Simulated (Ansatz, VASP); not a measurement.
One calculation of Rb, two programs

```xyz
2
Lattice="2.5211 -4.4149 0.0000 2.5211 4.4149 0.0000 0.0000 0.0000 8.3913" Properties=species:S:1:pos:R:3 pbc="T T T"
Rb    2.5211    2.9996    6.2935
Rb    2.5211   -2.9996    2.0978
```

Alike in both runs: task single point; functional PBE; k mesh 6 × 6 × 3; occupations fermi-dirac, width 0.05 eV; no spin polarisation.

|  | VASP | Ansatz |
| --- | --- | --- |
| version | VASP 6.6.1 | Ansatz 0.2.0 |
| potentials or method | VASP PAW PBE potentials, release 64 (Rb_sv) | Ansatz PAW |
| plane-wave cutoff (eV) | 520 | 420 |
| valence electrons in the cell | 18 | 18 |

|  | VASP | Ansatz | Ansatz less VASP |
| --- | --- | --- | --- |
| gap on the k mesh at the Fermi level (eV) | none | none | - |
| pressure (GPa) | 0.0 | 0.0 | 0.00 |
| traceless stress, the component that is largest in VASP (GPa) | -0.07 | -0.07 | 0.000 |

A gap of «none» marks a metal or a gap that the smearing closes.
